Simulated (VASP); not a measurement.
Crystal: C.

```
C
1.0
     0.00000    1.78012    1.78012
     1.78012    0.00000    1.78012
     1.78012    1.78012    0.00000
C
2
Direct
  0.00000 0.00000 0.00000
  0.25000 0.25000 0.25000
```

Base run:

* Program: VASP 6.6.1
* Functional: HSE06
* Potentials or basis: VASP PAW PBE potentials, release 64 (C)
* Cutoff: 520 eV
* k mesh: 8 × 8 × 8
* Occupations: gaussian, width 0.01 eV
* Spin: no spin polarisation

Its results: band gap on the k mesh 5.29 eV, indirect (least direct gap 6.99 eV); pressure -4.9 GPa.

Task: The run is repeated on the same cell with these changes: functional from HSE06 to PBE; k mesh from 8 × 8 × 8 to 6 × 6 × 6. What comes out?

Result: Band gap on the k mesh 4.16 eV, indirect (least direct gap 5.60 eV); pressure 5.0 GPa.

Several settings changed at once, so the effect can't be laid on one alone.

Caveats: some runs use coarse meshes; the PAW data sets were made with another functional, which shifts forces and pressure a little (some runs).

A k mesh can miss the band edges.
